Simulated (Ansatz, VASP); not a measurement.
Te in VASP and in Ansatz

```
Te
1.0
     0.00000    2.23208    6.44740
     2.22990    0.00000    6.44740
     2.22990    2.23208    0.00000
Te
2
Cartesian
  2.2299 2.2321 11.3313
  2.2299 2.2321 1.5635
```

Alike in both runs: functional PBE; k mesh 18 × 18 × 18; occupations gaussian, width 0.1 eV; no spin polarisation.

Ansatz relaxed the structure, and its values are those at the end. VASP's run is a single point on that final structure, the one shown.

```csv
,VASP,Ansatz
version,VASP 6.6.1,Ansatz 0.2.0
potentials or method,"VASP PAW PBE potentials, release 64 (Te), cutoff 520 eV","scalar-relativistic, plane waves, PAW"
valence electrons in the cell,12,32
```

```csv
,VASP,Ansatz,Ansatz less VASP
gap on the k mesh at the Fermi level (eV),none,none,-
pressure (GPa),0.0,0.0,+0.04
```

A gap of «none» marks a metal or a gap that the smearing closes. The functional is the same, so the differences come from potentials, cutoffs and numerics. VASP's potentials hold 12 valence electrons a cell and Ansatz's 32, so a difference there can come from the potentials and not from the codes.

Spin-orbit coupling is off throughout.
